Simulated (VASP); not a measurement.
# SrCl2: single point with PBE

SrCl2:

```xyz
3
Lattice="0.0000 3.4977 3.4977 3.4977 0.0000 3.4977 3.4977 3.4977 0.0000" Properties=species:S:1:pos:R:3 pbc="T T T"
Sr    0.0000    0.0000    0.0000
Cl    1.7489    1.7489    1.7489
Cl    5.2466    5.2466    5.2466
```

| Property | Result |
| --- | --- |
| Program | VASP 6.6.1 |
| Task | single point |
| Functional | PBE |
| Potentials or basis | VASP PAW PBE potentials, release 64 (Sr_sv, Cl) |
| Cutoff | 520 eV |
| k mesh | 4 × 4 × 4, shifted |
| Occupations | gaussian, width 0.01 eV |
| Spin | no spin polarisation |
| Dipole correction | no |
| Further INCAR settings | ALGO = Normal; EDIFF = 1e-06; NBANDS = 19; ISYM = 0 |

| Property | Result |
| --- | --- |
| Pressure | 0.8 GPa |
| Band gap on the k mesh | 5.79 eV (least direct gap 5.82 eV) |

Levels at points of the mesh, in eV from the valence-band top:
```csv
k point,band 10,band 11,band 12,band 13,band 14,band 15
"(0.12, 0.12, 0.12)",-0.39,-0.29,-0.29,5.79,6.35,6.35
```

It took 100 s on 1 thread of Intel(R) Xeon(R) 6975P-C (Granite Rapids) (shared host), peak memory 0.36 GiB.

Caveat: a shifted mesh leaves out Γ, where band edges can lie. A k mesh can miss the band edges.
